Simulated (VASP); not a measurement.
BN:

```
CELL_PARAMETERS angstrom
1.27566 0.73650 3.43909
-1.27566 0.73650 3.43909
0.00000 -1.47301 3.43909
ATOMIC_POSITIONS crystal
N 0.66724 0.66724 0.66724
B 0.00033 0.00033 0.00033
```

This cell differs from its parent crystal: volume scaled by 1.06.

Base run:

| Item | Value |
| --- | --- |
| Program | VASP 6.6.1 |
| Functional | PBEsol |
| Potentials or basis | VASP PAW PBE potentials, release 64 (N, B) |
| Cutoff | 520 eV |
| k mesh | 12 × 12 × 12 |
| Occupations | fermi-dirac, width 0.05 eV |
| Spin | no spin polarisation |

Its results: band gap on the k mesh 4.11 eV, indirect (least direct gap 4.49 eV); pressure -11.7 GPa; largest force 0.007 eV/Å.

Question: The run is repeated on the same cell with these changes: functional from PBEsol to r2SCAN. What comes out?

Answer: Band gap on the k mesh 4.75 eV, indirect (least direct gap 5.23 eV); pressure -12.8 GPa; largest force 0.011 eV/Å.

r2SCAN gives the wider gap, since meta-GGAs in the generalised Kohn-Sham scheme recover part of the derivative discontinuity.

Caveats: the PAW data sets were made with another functional, which shifts forces and pressure a little.

A k mesh can miss the band edges.
